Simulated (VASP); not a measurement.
# Mo (I4/mmm) in VASP: single point with PBEsol

Aim: the single point of Mo with PBEsol.

All numbers are computed with VASP 6.6.1; they aren't measurements. Logs are shortened: lines on timing, memory, paths and dates and some standing lists are left out, and cuts for length are marked.

## (1) The cell of the first run

The structure is tetragonal, space group I4/mmm (No. 139). Conventional cell: a = 3.920 Å, b = 3.920 Å, c = 7.814 Å, α = 90.00°, β = 90.00°, γ = 90.00°. Within 5.1 Å of Mo (site symmetry 4/mmm) lie 12 Mo at 3.92 to 4.79 Å.

## (2) Single point, PBEsol

File INCAR:

```
ALGO = Normal ; EDIFF = 1E-6
ENCUT = 520 ; GGA = PS
ISIF = 2 ; ISMEAR = -1
LASPH = True ; LCHARG = True
LELF = True ; LREAL = False
LVHAR = True ; LWAVE = False
NBANDS = 13 ; NELM = 80
PREC = Accurate ; SIGMA = 0.1
```

File KPOINTS:

```
k-points
0
Gamma
  8 8 8
```

File POSCAR:

```
Mo
1.0
   -1.9597600000      1.9597600000      3.9068480000
    1.9597600000     -1.9597600000      3.9068480000
    1.9597600000      1.9597600000     -3.9068480000
Mo
1
Direct
    0.0000000000      0.0000000000      0.0000000000
```

Potentials or basis: VASP PAW PBE potentials, release 64 (Mo_sv).

Started as:

```console
> cat potpaw_PBE.64/Mo_sv/POTCAR > POTCAR
> mpirun -np 1 vasp_std > vasp.out
```

OUTCAR:

```text
EDIFF = 1E-6
   ENCUT = 520
   GGA = PS
   ISIF = 2
   ISMEAR = -1
   LASPH = True
   LREAL = False
   NELM = 80
   PREC = Accurate

 ion  position               nearest neighbor table
   1  0.000  0.000  0.000-

  LATTYP: Found a body centered tetragonal cell.
 ALAT       =     3.9195200000
 C/A-ratio  =     1.9935339021

  Lattice vectors:

 A1 = (  -1.9597600000,   1.9597600000,   3.9068480000)
 A2 = (   1.9597600000,  -1.9597600000,   3.9068480000)
 A3 = (   1.9597600000,   1.9597600000,  -3.9068480000)

Analysis of symmetry for initial positions (statically):
=====================================================================
 Subroutine PRICEL returns:
 Original cell was already a primitive cell.

 Routine SETGRP: Setting up the symmetry group for a
 body centered tetragonal supercell.

 Subroutine GETGRP returns: Found 16 space group operations
 (whereof 16 operations were pure point group operations)
 out of a pool of 16 trial point group operations.

The static configuration has the point symmetry D_4h.

Analysis of symmetry for dynamics (positions and initial velocities):
=====================================================================
 Subroutine PRICEL returns:
 Original cell was already a primitive cell.

 Routine SETGRP: Setting up the symmetry group for a
 body centered tetragonal supercell.

 Subroutine GETGRP returns: Found 16 space group operations
 (whereof 16 operations were pure point group operations)
 out of a pool of 16 trial point group operations.

The dynamic configuration has the point symmetry D_4h.

 Subroutine INISYM returns: Found 16 space group operations
 (whereof 16 operations are pure point group operations),
 and found     1 'primitive' translations

----------------------------------------------------------------------------------------

                                     Primitive cell

  volume of cell :      60.0195

  direct lattice vectors                    reciprocal lattice vectors
    -1.959760000  1.959760000  3.906848000     0.000000000  0.255133282  0.127980408
     1.959760000 -1.959760000  3.906848000     0.255133282  0.000000000  0.127980408
     1.959760000  1.959760000 -3.906848000     0.255133282  0.255133282  0.000000000

  length of vectors
     4.790070961  4.790070961  4.790070961     0.285432963  0.285432963  0.360812947

  position of ions in fractional coordinates (direct lattice)
     0.000000000  0.000000000  0.000000000

  ion indices of the primitive-cell ions
[... 75 lines left out ...]
   LREAL  =      F    real-space projection
   EDIFFG = 0.1E-04   stopping-criterion for IOM
   NSW    =      0    number of steps for IOM
   IBRION =     -1    ionic relax: 0-MD 1-quasi-New 2-CG
   NFREE  =      0    steps in history (QN), initial steepest desc. (CG)
   ISIF   =      2    stress and relaxation
   ISYM   =      2    0-nonsym 1-usesym 2-fastsym
   POTIM  = 0.5000    time-step for ionic-motion
   TEBEG  =    0.0;   TEEND  =   0.0 temperature during run
   PSTRESS=    0.0 pullay stress
   NELECT =      14.0000    total number of electrons
   NUPDOWN=      -1.0000    fix difference up-down
   EMIN   =  10.00;   EMAX   =-10.00  energy-range for DOS
   EFERMI =   0.00;   METHOD = LEGACY
   ISMEAR =    -1;   SIGMA  =   0.10  broadening in eV -4-tet -1-fermi 0-gaus
   EFERMI_NEDOS =   21; number of points for ismear=-14 and -15
   IALGO  =     38    algorithm
   IMIX   =      4    mixing-type and parameters
     AMIX     =   0.40;   BMIX     =  1.00
     AMIX_MAG =   1.60;   BMIX_MAG =  1.00
  volume/ion in A,a.u.               =      60.02       405.03
  Fermi-wavevector in a.u.,A,eV,Ry     =   1.007751  1.904374 13.817572  1.015563
  Thomas-Fermi vector in A             =   2.140576
   LORBIT       =      0    0 simple, 1 ext, 2 COOP (PROOUT), +10 PAW based schemes
   GGA     = PS    functional components
   LHFCALC =     F    Hartree Fock is set to
   AEXX    =    0.0000 exact exchange contribution
   IVDW    =     0    specifies the selected vdW correction
   LEPSILON=     F    determine dielectric tensor
   LRPA    =     F    only Hartree local field effects (RPA)
 non-spin polarized calculation
  energy-cutoff  :      520.00
  volume of cell :       60.02
 maximum number of plane-waves:      1638
   NGX = 17   NGY = 17   NGZ = 17

 number of electron      14.0000001 magnetization

 Free energy of the ion-electron system (eV)
  ---------------------------------------------------
  ext. energy  EPLUGINS =         0.00000000
  ---------------------------------------------------
  free energy    TOTEN  =        -3.87574194 eV

  energy without entropy =       -3.62359642  energy(sigma->0) =       -3.74966918

 E-fermi :   0.1512     XC(G=0):  -7.2963

 val. band max:        0.1437780368   @ k =   0.3750   0.1250   0.1250
 cond. band min:       0.1587970560   @ k =  -0.2500   0.2500   0.0000
 fundamental gap:      0.0150190192
 Fermi energy:         0.1512374244

 k-point     1 :       0.0000    0.0000    0.0000
  band No.  band energies     occupation
      1     -60.9285      2.00000
      2     -35.0237      2.00000
      3     -34.9612      2.00000
      4     -34.9612      2.00000
      5      -2.4192      2.00000
      6      -0.4715      1.99606
      7      -0.1687      1.92163
      8       0.3019      0.36289
      9       0.3019      0.36289
     10       0.6838      0.00968
     11       7.6403      0.00000
     12       9.8069      0.00000
     13       9.8069      0.00000
[... 354 lines left out ...]
  band No.  band energies     occupation
      1     -60.9274      2.00000
      2     -35.0230      2.00000
      3     -34.9786      2.00000
      4     -34.9690      2.00000
      5      -0.4169      1.99321
      6      -0.2185      1.95162
      7       0.1016      1.24334
      8       0.1438      1.03728
      9       0.5028      0.05775
     10       2.2040      0.00000
     11       2.4115      0.00000
     12       6.3671      0.00000
     13       7.2457      0.00000

 [... further k-points ...]
[... 5 lines left out ...]
  --------------------------------------------------------------------------------------
  -------------------------------------------------------------------------------------
  Total       -5.5419639     -5.5419639     -3.6236276      0.0000000     -0.0000000      0.0000000
  in kB     -147.9387661   -147.9387661    -96.7301488      0.0000000     -0.0000000      0.0000000
  external PRESSURE =    -130.8692270 kB  Pullay stress =       0.0000000 kB

 VOLUME and BASIS-vectors are now :
 -----------------------------------------------------------------------------
  energy-cutoff  :      520.00
  volume of cell :       60.02
      direct lattice vectors                 reciprocal lattice vectors
    -1.959760000  1.959760000  3.906848000     0.000000000  0.255133282  0.127980408
     1.959760000 -1.959760000  3.906848000     0.255133282  0.000000000  0.127980408
     1.959760000  1.959760000 -3.906848000     0.255133282  0.255133282  0.000000000

 POSITION                                       TOTAL-FORCE (eV/Angst)
 -----------------------------------------------------------------------------------
      0.00000      0.00000      0.00000         0.000000     -0.000000      0.000000
 -----------------------------------------------------------------------------------
    total drift:                               -0.000000     -0.000000      0.000000

  FREE ENERGIE OF THE ION-ELECTRON SYSTEM (eV)
  ---------------------------------------------------
  free  energy   TOTEN  =        -3.8757419410 eV

  energy  without entropy=       -3.6235964197  energy(sigma->0) =       -3.74966918
```

OSZICAR:

```text
N       E                     dE             d eps       ncg     rms          rms(c)
DAV:   1     0.581301972584E+02    0.58130E+02   -0.73769E+03  1942   0.938E+02
DAV:   2    -0.316335852118E+01   -0.61294E+02   -0.58559E+02  1869   0.224E+02
DAV:   3    -0.445237539754E+01   -0.12890E+01   -0.11729E+01  1766   0.265E+01
DAV:   4    -0.446423693742E+01   -0.11862E-01   -0.11812E-01  1674   0.262E+00
DAV:   5    -0.446437773678E+01   -0.14080E-03   -0.14079E-03  1714   0.279E-01    0.428E+00
DAV:   6    -0.391980913463E+01    0.54457E+00   -0.28900E+00  1544   0.113E+01    0.239E+00
DAV:   7    -0.387539932017E+01    0.44410E-01   -0.15403E-01  1559   0.360E+00    0.638E-01
DAV:   8    -0.387515385667E+01    0.24546E-03   -0.69231E-03  1652   0.888E-01    0.170E-01
DAV:   9    -0.387565091678E+01   -0.49706E-03   -0.72805E-04  1821   0.261E-01    0.497E-02
DAV:  10    -0.387571653859E+01   -0.65622E-04   -0.25641E-05  1659   0.316E-02    0.273E-02
DAV:  11    -0.387574186406E+01   -0.25325E-04   -0.27687E-05  1664   0.378E-02    0.311E-03
DAV:  12    -0.387574194105E+01   -0.76983E-07   -0.82588E-07  1138   0.698E-03
   1 F= -.38757419E+01 E0= -.37496692E+01  d E =-.252146E+00
```

stdout:

```text
POSCAR found type information on POSCAR Mo
 POSCAR found :  1 types and       1 ions
 scaLAPACK will be used
 -----------------------------------------------------------------------------
|                                                                             |
|                                                                             |
|     You enforced a specific xc type in the INCAR file but a different       |
|     I HOPE YOU KNOW WHAT YOU ARE DOING!                                     |
|                                                                             |
 -----------------------------------------------------------------------------

 LDA part: xc-table for (Slater+PW92), standard interpolation
 POSCAR, INCAR and KPOINTS ok, starting setup
 FFT: planning ... GRIDC
 FFT: planning ... GRID_SOFT
 FFT: planning ... GRID
 WAVECAR not read
 entering main loop
```

It took 26 s on 1 thread of AMD EPYC 9R45 (Zen 5), shared host; peak memory 0.19 GiB.

What came out:

| Quantity | Value |
| --- | --- |
| Free energy | -3.8757 eV |
| Pressure | -13.1 GPa |
| Band gap on the k mesh | zero (band 7 reaches 0.57 eV, above the bottom of band 8 at 0.11 eV) |

Stress tensor (GPa, compression positive):
```
-14.79   0.00   0.00
  0.00 -14.79   0.00
  0.00   0.00  -9.67
```

Levels at points of the mesh, in eV from the Fermi level:
```tsv
k point	band 4	band 5	band 6	band 7	band 8	band 9	band 10	band 11
(0.00, 0.00, 0.00)	-35.11	-2.57	-0.62	-0.32	0.15	0.15	0.53	7.49
(0.50, 0.00, 0.00)	-35.11	-1.00	-0.49	0.13	0.36	0.37	1.19	1.89
(0.50, 0.50, 0.00)	-35.13	-0.75	-0.53	0.10	0.26	0.91	2.62	3.60
(0.50, 0.50, 0.50)	-35.11	-1.35	-0.76	0.42	0.42	0.57	0.86	0.95
```

Caveat: the PAW data sets were made with another functional, which shifts forces and pressure a little.
